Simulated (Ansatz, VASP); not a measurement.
## Two plane-wave programs on Sr

```
Sr
1.0
     0.15815    3.12344    3.12344
     3.12344    0.15815    3.12344
     3.12344    3.12344    0.15815
Sr
1
Direct
  0.00000 0.00000 0.00000
```

Alike in both runs: task single point; functional PBEsol; k mesh 10 × 10 × 10; occupations gaussian, width 0.03 eV; no spin polarisation.

```csv
,VASP,Ansatz
version,VASP 6.6.1,Ansatz 0.2.0
potentials or method,"VASP PAW PBE potentials, release 64 (Sr_sv), cutoff 520 eV","scalar-relativistic, plane waves, PAW"
valence electrons in the cell,10,10
```

```csv
,VASP,Ansatz,Ansatz less VASP
gap on the k mesh at the Fermi level (eV),none,none,-
pressure (GPa),-0.8,-0.8,-0.01
"traceless stress, the component that is largest in VASP (GPa)",-0.42,-0.41,+0.003
```

VASP's potentials were made for PBE, not for PBEsol. A gap of «none» marks a metal or a gap that the smearing closes.
